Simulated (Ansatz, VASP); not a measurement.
## One calculation of FeS2, two programs

The input INCAR:

```
SYSTEM = FeS2
PREC     = Accurate       ! precision mode
ENCUT    = 600            ! plane-wave cutoff, eV
EDIFF    = 1E-6           ! SCF threshold, eV
ISMEAR   = 0              ! smearing method
SIGMA    = 0.01           ! smearing width, eV
LREAL    = .False.        ! projectors in reciprocal space
LASPH    = .True.         ! aspherical terms in the spheres
NELM     = 120            ! most SCF steps
ALGO     = Normal         ! electronic algorithm
ISIF     = 2              ! what is computed and relaxed
LWAVE    = .False.        ! write WAVECAR
LCHARG   = .True.         ! write CHGCAR
GGA      = PE             ! functional
LELF     = .True.         ! ELF
LVHAR    = .True.       
NBANDS   = 52             ! bands
GGA_COMPAT= .False.
```

The input KPOINTS:

```
regular mesh
0
Gamma
  4 4 4
  0 0 0
```

The input POSCAR:

```
FeS2
1.0
    5.2930455806      0.0000000000      0.0000000000
    0.0000000000      5.2930455806      0.0000000000
    0.0000000000      0.0000000000      5.2930455806
Fe S
4 8
Direct
    0.0000000000      0.5000000000      0.5000000000
    0.5000000000      0.5000000000      0.0000000000
    0.5000000000      0.0000000000      0.5000000000
    0.0000000000      0.0000000000      0.0000000000
    0.3826532222      0.1173467778      0.8826532222
    0.1173467778      0.8826532222      0.3826532222
    0.8826532222      0.3826532222      0.1173467778
    0.6173467778      0.6173467778      0.6173467778
    0.3826532222      0.3826532222      0.3826532222
    0.1173467778      0.6173467778      0.8826532222
    0.8826532222      0.1173467778      0.6173467778
    0.6173467778      0.8826532222      0.1173467778
```

Input for Ansatz:

```yaml
crystal:
  lattice:
    - [5.2930455806, 0.0, 0.0]
    - [0.0, 5.2930455806, 0.0]
    - [0.0, 0.0, 5.2930455806]
  atoms:
    - { symbol: Fe, position: [0.0, 0.5, 0.5] }
    - { symbol: Fe, position: [0.5, 0.5, 0.0] }
    - { symbol: Fe, position: [0.5, 0.0, 0.5] }
    - { symbol: Fe, position: [0.0, 0.0, 0.0] }
    - { symbol: S, position: [0.3826532222, 0.1173467778, 0.8826532222] }
    - { symbol: S, position: [0.1173467778, 0.8826532222, 0.3826532222] }
    - { symbol: S, position: [0.8826532222, 0.3826532222, 0.1173467778] }
    - { symbol: S, position: [0.6173467778, 0.6173467778, 0.6173467778] }
    - { symbol: S, position: [0.3826532222, 0.3826532222, 0.3826532222] }
    - { symbol: S, position: [0.1173467778, 0.6173467778, 0.8826532222] }
    - { symbol: S, position: [0.8826532222, 0.1173467778, 0.6173467778] }
    - { symbol: S, position: [0.6173467778, 0.8826532222, 0.1173467778] }
kpoints:
  mp_grid: { grid: [4, 4, 4] }
hamiltonian:
  xc: pbe
scf:
  occupations: { method: fixed }
  n_extra_bands: 7
output:
  forces: true
  stress: true
  eigenvalues: true
```

Alike in both runs: task single point; functional PBE; k mesh 4 × 4 × 4; no spin polarisation.

```csv
,VASP,Ansatz
version,VASP 6.6.1,Ansatz 0.2.0
potentials or method,"VASP PAW PBE potentials, release 64 (Fe, S)","plane waves, PAW"
plane-wave cutoff (eV),600,420
occupations,"gaussian, width 0.01 eV",fixed
valence electrons in the cell,80,112
```

Ansatz gave:

* gap on the k mesh at the Fermi level (eV): 0.38
* pressure (GPa): 11.3
* rms of the force components (eV/Å): 0.040

Q: Estimate VASP's values.

A: gap on the k mesh at the Fermi level (eV): 0.40; pressure (GPa): 11.5; rms of the force components (eV/Å): 0.004.

Atom by atom the forces differ by 0.043 eV/Å (rms over components). VASP's potentials hold 80 valence electrons a cell and Ansatz's 112, so a difference there can come from the potentials and not from the codes.
